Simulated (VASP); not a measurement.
A run of VASP 6.6.1:

INCAR

```
SYSTEM = C
  ALGO = Normal
  EDIFF = 1E-7
  ENCUT = 520
  GGA = PE
  ISIF = 2
  ISMEAR = -1
  ISYM = 0
  IVDW = 12
  LASPH = .True.
  LCHARG = .False.
  LREAL = Auto
  LWAVE = .False.
  NBANDS = 51
  NELM = 60
  PREC = Accurate
  SIGMA = 0.05
```

The input KPOINTS:

```
Automatic mesh
0
Gamma
  2 2 2
  0.5 0.5 0.5
```

Contents of POSCAR:

```
C
1.0
    3.6842552433     -6.3813172695      0.0000000000
   -7.3685104866      0.0000000000      0.0000000000
    0.0000000000      0.0000000000     -8.5238033600
C
18
Direct
    0.4444444444      0.5555555556      0.0000000000
    0.1111111111      0.5555555556      0.0000000000
    0.7777777778      0.5555555556      0.0000000000
    0.4444444444      0.2222222222      0.0000000000
    0.1111111111      0.2222222222      0.0000000000
    0.7777777778      0.2222222222      0.0000000000
    0.4444444444      0.8888888889      0.0000000000
    0.1111111111      0.8888888889      0.0000000000
    0.7777777778      0.8888888889      0.0000000000
    0.5555555556      0.4444444444      0.0000000000
    0.2222222222      0.4444444444      0.0000000000
    0.8888888889      0.4444444444      0.0000000000
    0.5555555556      0.1111111111      0.0000000000
    0.2222222222      0.1111111111      0.0000000000
    0.8888888889      0.1111111111      0.0000000000
    0.5555555556      0.7777777778      0.0000000000
    0.2222222222      0.7777777778      0.0000000000
    0.8888888889      0.7777777778      0.0000000000
```

Potentials or basis: VASP PAW PBE potentials, release 64 (C).

The run is started by

```console
$ cat potpaw_PBE.64/C/POTCAR > POTCAR
$ mpirun -np 1 vasp_std > vasp.out
```

Hardware: 1 thread of Intel(R) Xeon(R) Platinum 8488C (Sapphire Rapids), with other jobs on the host.

Problem. How long does it take, and how much memory?

Solution. Run time: 6 min on 1 thread of Intel(R) Xeon(R) Platinum 8488C (Sapphire Rapids), on a shared host, peak memory 0.48 GiB. Counts: scf iterations 17, k points 12.
